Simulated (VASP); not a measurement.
Co:

```
CELL_PARAMETERS angstrom
2.43859 0.00000 0.00000
-1.21930 2.11188 0.00000
0.00000 0.00000 3.96680
ATOMIC_POSITIONS crystal
Co 0.66667 0.33333 0.75000
Co 0.33333 0.66667 0.25000
```

Base run:

```yaml
Program: VASP 6.6.1
Functional: BLYP
Dispersion: D4
Potentials_or_basis: VASP PAW PBE potentials, release 64 (Co_sv)
Cutoff: 690 eV
k_mesh: 12 × 12 × 7
Occupations: fermi-dirac, width 0.05 eV
Spin: collinear spin, ferromagnetic start
Starting_moments: "[2.0, 2.0] μB"
```

Its results: pressure 10.1 GPa; net moment 3.02 μB per cell; site moments Co +1.56 μB.

Problem. The run is repeated on the same cell with these changes: functional from BLYP to PBE exchange alone; dispersion from D4 to none. What comes out?

Solution. Pressure 44.4 GPa; net moment 3.24 μB per cell; site moments Co +1.70 μB.

Several settings changed at once.

Caveats: the cell stands under pressure; the PAW data sets were made with another functional, which shifts forces and pressure a little (at least some runs).
